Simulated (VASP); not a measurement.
# Cd3HgO4 (I4/mmm) in VASP: single point with PBE

Aim: the single point of Cd3HgO4 with PBE.

Everything below comes from runs of VASP 6.6.1. Logs are shortened: lines on timing, memory, paths and dates and some standing lists are left out, and cuts for length are marked.

## Step 1: The cell of the first run

Symmetry: I4/mmm, No. 139, tetragonal system. Conventional cell: a = 4.775 Å, b = 4.775 Å, c = 9.761 Å, α = 90.00°, β = 90.00°, γ = 90.00°. Within 3.2 Å of Cd (site symmetry -4m2) lie 6 O at 2.39 to 2.44 Å. Cd (site symmetry 4/mmm) has 6 O at 2.34 to 2.39 Å within 3.1 Å. Hg (site symmetry 4/mmm) has 6 O at 2.39 to 2.54 Å within 3.2 Å. O (site symmetry mmm) has 4 Cd at 2.39 to 2.44 Å and 2 Hg at 2.39 Å within 3.2 Å. Within 3.1 Å of O (site symmetry 4mm) lie 5 Cd at 2.34 to 2.39 Å and 1 Hg at 2.54 Å.

## Step 2: Single point, PBE

Contents of INCAR:

```
ALGO = Normal
EDIFF = 1E-7
ENCUT = 520
GGA = PE
ISIF = 2
ISMEAR = 0
LASPH = True
LCHARG = False
LREAL = False
LWAVE = False
NBANDS = 46
NELM = 100
PREC = Accurate
SIGMA = 0.2
```

Contents of KPOINTS:

```
k-points
0
Gamma
  6 6 6
```

Contents of POSCAR:

```
Cd3HgO4
1.0
    4.7745960000      0.0000000000      0.0000000000
    0.0000000000      4.7745960000      0.0000000000
   -2.3872980000     -2.3872980000      4.8805481000
Cd Hg O
3 1 4
Direct
    0.7500000000      0.2500000000      0.5000000000
    0.2500000000      0.7500000000      0.5000000000
    0.5000000000      0.5000000000      0.0000000000
    0.0000000000      0.0000000000      0.0000000000
    0.5000000000      0.0000000000      0.0000000000
    0.7399050000      0.7399050000      0.4798100000
    0.0000000000      0.5000000000      0.0000000000
    0.2600950000      0.2600950000      0.5201900000
```

Potentials or basis: VASP PAW PBE potentials, release 64 (Cd, Hg, O).

The run is started by

```console
cat potpaw_PBE.64/Cd/POTCAR potpaw_PBE.64/Hg/POTCAR potpaw_PBE.64/O/POTCAR > POTCAR
mpirun -np 1 vasp_std > vasp.out
```

OUTCAR:

```text
EDIFF = 1E-7
   ENCUT = 520
   GGA = PE
   ISIF = 2
   ISMEAR = 0
   LASPH = True
   LREAL = False
   NELM = 100
   PREC = Accurate

 ion  position               nearest neighbor table
   1  0.750  0.250  0.500-   8 2.39   6 2.39   8 2.39   6 2.39   5 2.44   7 2.44   2 3.38   2 3.38
                             2 3.38   2 3.38   3 3.41   3 3.41   4 3.41   4 3.41   3 3.41   4 3.41
   2  0.250  0.750  0.500-   8 2.39   6 2.39   8 2.39   6 2.39   7 2.44   5 2.44   1 3.38   1 3.38
                             1 3.38   1 3.38   3 3.41   3 3.41   4 3.41   4 3.41   3 3.41   4 3.41
   3  0.500  0.500  0.000-   6 2.34   8 2.34   7 2.39   5 2.39   5 2.39   7 2.39   4 3.38   4 3.38
                             4 3.38   4 3.38   1 3.41   1 3.41   2 3.41   2 3.41   1 3.41   2 3.41
   4  0.000  0.000  0.000-   5 2.39   7 2.39   7 2.39   5 2.39   8 2.54   6 2.54   3 3.38   3 3.38
                             3 3.38   3 3.38   1 3.41   2 3.41   2 3.41   1 3.41   2 3.41   1 3.41
   5  0.500  0.000  0.000-   3 2.39   4 2.39   3 2.39   4 2.39   1 2.44   2 2.44
   6  0.740  0.740  0.480-   3 2.34   1 2.39   1 2.39   2 2.39   2 2.39   4 2.54
   7  0.000  0.500  0.000-   3 2.39   4 2.39   4 2.39   3 2.39   2 2.44   1 2.44
   8  0.260  0.260  0.520-   3 2.34   2 2.39   1 2.39   2 2.39   1 2.39   4 2.54

  LATTYP: Found a body centered tetragonal cell.
 ALAT       =     4.7745960000
 C/A-ratio  =     2.0443815979

  Lattice vectors:

 A1 = (   2.3872980000,  -2.3872980000,  -4.8805481000)
 A2 = (  -2.3872980000,   2.3872980000,  -4.8805481000)
 A3 = (   2.3872980000,   2.3872980000,   4.8805481000)

Analysis of symmetry for initial positions (statically):
=====================================================================
 Subroutine PRICEL returns:
 Original cell was already a primitive cell.

 Routine SETGRP: Setting up the symmetry group for a
 body centered tetragonal supercell.

 Subroutine GETGRP returns: Found 16 space group operations
 (whereof 16 operations were pure point group operations)
 out of a pool of 16 trial point group operations.

The static configuration has the point symmetry D_4h.

Analysis of symmetry for dynamics (positions and initial velocities):
=====================================================================
 Subroutine PRICEL returns:
 Original cell was already a primitive cell.

 Routine SETGRP: Setting up the symmetry group for a
 body centered tetragonal supercell.

 Subroutine GETGRP returns: Found 16 space group operations
 (whereof 16 operations were pure point group operations)
 out of a pool of 16 trial point group operations.

The dynamic configuration has the point symmetry D_4h.

 Subroutine INISYM returns: Found 16 space group operations
 (whereof 16 operations are pure point group operations),
 and found     1 'primitive' translations

----------------------------------------------------------------------------------------

                                     Primitive cell

  volume of cell :     111.2607

  direct lattice vectors                    reciprocal lattice vectors
     4.774596000  0.000000000  0.000000000     0.209441804  0.000000000  0.102447510
     0.000000000  4.774596000  0.000000000     0.000000000  0.209441804  0.102447510
    -2.387298000 -2.387298000  4.880548100     0.000000000  0.000000000  0.204895020

  length of vectors
     4.774596000  4.774596000  5.934486771     0.233155231  0.233155231  0.204895020

  position of ions in fractional coordinates (direct lattice)
     0.750000000  0.250000000  0.500000000
     0.250000000  0.750000000  0.500000000
     0.500000000  0.500000000  0.000000000
     0.000000000  0.000000000  0.000000000
     0.500000000  0.000000000  0.000000000
     0.739905000  0.739905000  0.479810000
     0.000000000  0.500000000  0.000000000
     0.260095000  0.260095000  0.520190000

  ion indices of the primitive-cell ions
   primitive index   ion index
                 1           1
                 2           2
                 3           3
                 4           4
                 5           5
                 6           6
                 7           7
                 8           8

----------------------------------------------------------------------------------------

 KPOINTS: k-points

Automatic generation of k-mesh.
 Grid dimensions read from file:
 generate k-points for:    6    6    6

 Generating k-lattice:

  Cartesian coordinates                     Fractional coordinates (reciprocal lattice)
     0.034906967  0.000000000  0.017074585     0.166666667  0.000000000  0.000000000
     0.000000000  0.034906967  0.017074585     0.000000000  0.166666667  0.000000000
     0.000000000  0.000000000  0.034149170     0.000000000  0.000000000  0.166666667

  Length of vectors
     0.038859205  0.038859205  0.034149170

  Shift w.r.t. Gamma in fractional coordinates (k-lattice)
     0.000000000  0.000000000  0.000000000

 Subroutine IBZKPT returns following result:
 ===========================================

 Found     30 irreducible k-points:

 Following reciprocal coordinates:
            Coordinates               Weight
  0.000000  0.000000  0.000000      1.000000
  0.166667  0.000000  0.000000      8.000000
  0.333333  0.000000  0.000000      8.000000
  0.500000  0.000000 -0.000000      4.000000
  0.166667  0.166667  0.000000      8.000000
  0.333333  0.166667  0.000000     16.000000
[... 16 lines left out ...]
 -0.333333  0.333333  0.166667      8.000000
  0.500000  0.500000  0.166667      4.000000
 [... further k-points ...]
   k-points           NKPTS =     30   k-points in BZ     NKDIM =     30   number of bands    NBANDS=     46
   number of dos      NEDOS =    301   number of ions     NIONS =      8
   total plane-waves  NPLWV =  62208
   dimension x,y,z NGX =    36 NGY =   36 NGZ =   48
   dimension x,y,z NGXF=    72 NGYF=   72 NGZF=   96
   ions per type =               3   1   4
   NGX,Y,Z   is equivalent  to a cutoff of  12.53, 12.53, 13.45 a.u.
   NGXF,Y,Z  is equivalent  to a cutoff of  25.07, 25.07, 26.89 a.u.
 SYSTEM =  unknown system
   PREC   = accura    normal or accurate (medium, high low for compatibility)
   ISTART =      0    job   : 0-new  1-cont  2-samecut
   ICHARG =      2    charge: 1-file 2-atom 10-const
   ISPIN  =      1    spin polarized calculation?
   LNONCOLLINEAR =      F non collinear calculations
   LSORBIT =      F    spin-orbit coupling
   LASPH  =      T    aspherical Exc in radial PAW
   ENCUT  =  520.0 eV  38.22 Ry    6.18 a.u.   8.88  8.88 11.03*2*pi/ulx,y,z
   NELM   =    100;   NELMIN=  2; NELMDL= -5     # of ELM steps
   EDIFF  = 0.1E-06   stopping-criterion for ELM
   LREAL  =      F    real-space projection
   EDIFFG = 0.1E-05   stopping-criterion for IOM
   NSW    =      0    number of steps for IOM
   IBRION =     -1    ionic relax: 0-MD 1-quasi-New 2-CG
   NFREE  =      0    steps in history (QN), initial steepest desc. (CG)
   ISIF   =      2    stress and relaxation
   ISYM   =      2    0-nonsym 1-usesym 2-fastsym
   POTIM  = 0.5000    time-step for ionic-motion
   TEBEG  =    0.0;   TEEND  =   0.0 temperature during run
   PSTRESS=    0.0 pullay stress
   NELECT =      72.0000    total number of electrons
   NUPDOWN=      -1.0000    fix difference up-down
   EMIN   =  10.00;   EMAX   =-10.00  energy-range for DOS
   EFERMI =   0.00;   METHOD = LEGACY
   ISMEAR =     0;   SIGMA  =   0.20  broadening in eV -4-tet -1-fermi 0-gaus
   EFERMI_NEDOS =   21; number of points for ismear=-14 and -15
   IALGO  =     38    algorithm
   IMIX   =      4    mixing-type and parameters
     AMIX     =   0.40;   BMIX     =  1.00
     AMIX_MAG =   1.60;   BMIX_MAG =  1.00
  volume/ion in A,a.u.               =      13.91        93.85
  Fermi-wavevector in a.u.,A,eV,Ry     =   1.416028  2.675904 27.281506  2.005134
  Thomas-Fermi vector in A             =   2.537405
   LORBIT       =      0    0 simple, 1 ext, 2 COOP (PROOUT), +10 PAW based schemes
   GGA     = PE    functional components
   LHFCALC =     F    Hartree Fock is set to
   AEXX    =    0.0000 exact exchange contribution
   IVDW    =     0    specifies the selected vdW correction
   LEPSILON=     F    determine dielectric tensor
   LRPA    =     F    only Hartree local field effects (RPA)
 non-spin polarized calculation
 Gauss-broadening in eV      SIGMA  =   0.20
  energy-cutoff  :      520.00
  volume of cell :      111.26
 maximum number of plane-waves:      3024
   NGX = 17   NGY = 17   NGZ = 21

 number of electron      71.9999999 magnetization

 Free energy of the ion-electron system (eV)
  ---------------------------------------------------
  ext. energy  EPLUGINS =         0.00000000
  ---------------------------------------------------
  free energy    TOTEN  =       -28.55395306 eV

  energy without entropy =      -28.54130280  energy(sigma->0) =      -28.54762793

 E-fermi :   2.0800     XC(G=0): -11.3957

 val. band max:        1.9862327724   @ k =   0.1667   0.0000   0.0000
 cond. band min:       2.2866681210   @ k =   0.5000   0.5000   0.1667
 fundamental gap:      0.3004353485
 Fermi energy:         2.0799586330

 k-point     1 :       0.0000    0.0000    0.0000
  band No.  band energies     occupation
      1     -15.4344      2.00000
      2     -14.8661      2.00000
      3     -14.8455      2.00000
      4     -14.6679      2.00000
      5      -5.2859      2.00000
      6      -5.0833      2.00000
[... 38 lines left out ...]
     45      10.5121      0.00000
     46      11.7285      0.00000

 k-point     2 :       0.1667    0.0000    0.0000
  band No.  band energies     occupation
      1     -15.3649      2.00000
      2     -14.8655      2.00000
      3     -14.8231      2.00000
      4     -14.6706      2.00000
      5      -5.2534      2.00000
      6      -5.1995      2.00000
[... 38 lines left out ...]
     45      10.7382      0.00000
     46      12.1908      0.00000

 k-point     3 :       0.3333    0.0000    0.0000
  band No.  band energies     occupation
      1     -15.1906      2.00000
      2     -14.8906      2.00000
      3     -14.7716      2.00000
      4     -14.6888      2.00000
      5      -5.3072      2.00000
      6      -5.1618      2.00000
[... 38 lines left out ...]
     45      11.1046      0.00000
     46      11.3809      0.00000

 k-point     4 :       0.5000    0.0000   -0.0000
  band No.  band energies     occupation
      1     -15.0071      2.00000
      2     -14.9953      2.00000
      3     -14.7253      2.00000
      4     -14.7212      2.00000
      5      -5.2964      2.00000
      6      -5.2638      2.00000
[... 920 lines left out ...]
     45      10.9332      0.00000
     46      11.1340      0.00000

 k-point    23 :      -0.3333    0.3333    0.1667
  band No.  band energies     occupation
      1     -15.0262      2.00000
      2     -14.8402      2.00000
      3     -14.7189      2.00000
      4     -14.6639      2.00000
      5      -5.5450      2.00000
      6      -5.3756      2.00000
[... 38 lines left out ...]
     45      10.9749      0.00000
     46      11.9178      0.00000

 k-point    24 :       0.5000    0.5000    0.1667
  band No.  band energies     occupation
      1     -14.8621      2.00000
      2     -14.8257      2.00000
      3     -14.7058      2.00000
      4     -14.6538      2.00000
      5      -5.7340      2.00000
      6      -5.5696      2.00000
[... 38 lines left out ...]
     45      11.4234      0.00000
     46      11.6021      0.00000

 [... further k-points ...]
[... 5 lines left out ...]
  --------------------------------------------------------------------------------------
  -------------------------------------------------------------------------------------
  Total        0.8651894      0.8651894      0.6687160      0.0000000     -0.0000000      0.0000000
  in kB       12.4589068     12.4589068      9.6296486      0.0000000     -0.0000000      0.0000000
  external PRESSURE =      11.5158208 kB  Pullay stress =       0.0000000 kB

 VOLUME and BASIS-vectors are now :
 -----------------------------------------------------------------------------
  energy-cutoff  :      520.00
  volume of cell :      111.26
      direct lattice vectors                 reciprocal lattice vectors
     4.774596000  0.000000000  0.000000000     0.209441804  0.000000000  0.102447510
     0.000000000  4.774596000  0.000000000     0.000000000  0.209441804  0.102447510
    -2.387298000 -2.387298000  4.880548100     0.000000000  0.000000000  0.204895020

 POSITION                                       TOTAL-FORCE (eV/Angst)
 -----------------------------------------------------------------------------------
      2.38730      0.00000      2.44027         0.000000      0.000000     -0.000000
      0.00000      2.38730      2.44027        -0.000000     -0.000000      0.000000
      2.38730      2.38730      0.00000         0.000000      0.000000      0.000000
      0.00000      0.00000      0.00000         0.000000      0.000000      0.000000
      2.38730      0.00000      0.00000         0.000000      0.000000      0.000000
      2.38730      2.38730      2.34174         0.000000      0.000000      0.004462
      0.00000      2.38730      0.00000         0.000000      0.000000      0.000000
      0.00000      0.00000      2.53881        -0.000000     -0.000000     -0.004462
 -----------------------------------------------------------------------------------
    total drift:                                0.000000     -0.000000      0.000000

  FREE ENERGIE OF THE ION-ELECTRON SYSTEM (eV)
  ---------------------------------------------------
  free  energy   TOTEN  =       -28.5539530616 eV

  energy  without entropy=      -28.5413027968  energy(sigma->0) =      -28.54762793
```

Run time: 62 s. Hardware: 1 thread of Intel Xeon 6975P-C (Granite Rapids), shared host; peak memory 0.3 GiB.

Results:

```yaml
Free_energy: -28.5540 eV
Pressure: 1.2 GPa
Largest_force: 0.004 eV/Å
Band_gap_on_the_k_mesh: zero (band 36 reaches 2.29 eV, above the bottom of band 37 at 0.71 eV)
```

Forces in eV/Å, atoms in the order of the input:
```
Cd   0.000  0.000  0.000
Cd   0.000  0.000  0.000
Cd   0.000  0.000  0.000
Hg   0.000  0.000  0.000
O    0.000  0.000  0.000
O    0.000  0.000  0.004
O    0.000  0.000  0.000
O    0.000  0.000 -0.004
```

Stress tensor (GPa, compression positive):
```
1.25 0.00 0.00
0.00 1.25 0.00
0.00 0.00 0.96
```

Levels at points of the mesh, in eV from the Fermi level:
```tsv
k point	band 34	band 35	band 36	band 37	band 38	band 39
(0.00, 0.00, 0.00)	-1.68	-1.68	-1.59	-1.37	2.30	4.70
(0.50, 0.00, 0.00)	-1.29	-0.99	-0.90	2.76	3.22	4.73
(0.50, 0.50, 0.00)	-0.42	-0.21	0.21	3.88	3.90	3.97
(0.00, 0.00, 0.50)	-2.08	-1.83	-1.83	1.22	2.64	3.14
```

Caveat: spin-orbit coupling is left out, which moves the levels of the heavy elements.
